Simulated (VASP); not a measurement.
Here is a VASP 6.6.1 calculation.

The input INCAR:

```
PREC = Accurate
ENCUT = 520
EDIFF = 1E-6
ISMEAR = 0
SIGMA = 0.1
LREAL = F
LASPH = T
NELM = 80
ALGO = Normal
ISIF = 2
LWAVE = F
LCHARG = T
GGA = PE
LELF = T
LVHAR = T
NBANDS = 12
```

Contents of KPOINTS:

```
Automatic mesh
0
Gamma
  15 15 15
```

Contents of POSCAR:

```
As
1.0
    1.8476997292      1.0667699361      3.2171914215
   -1.8476997292      1.0667699361      3.2171914215
    0.0000000000     -2.1335398721      3.2171914215
As
2
Direct
    0.2131959670      0.2131959670      0.2131959670
    0.7868040330      0.7868040330      0.7868040330
```

Potentials or basis: VASP PAW PBE potentials, release 64 (As).

Run with:

```sh
$ cat potpaw_PBE.64/As/POTCAR > POTCAR
$ mpirun -np 1 vasp_std > vasp.out
```

Question: Estimate the pressure.

Answer: 25.1 GPa.

Question: What does it give for the largest force?

Answer: 3.719 eV/Å.

Question: Estimate the band gap on the k mesh.

Answer: Zero (band 5 reaches 7.15 eV, above the bottom of band 6 at 6.78 eV).

Stress tensor (GPa, compression positive):
```
28.87  0.00  0.00
 0.00 28.87  0.00
 0.00  0.00 17.65
```

Caveat: the cell differs from its parent crystal (strained); forces of over 1 eV/Å act on the atoms, so gaps and moduli don't describe the material at rest.
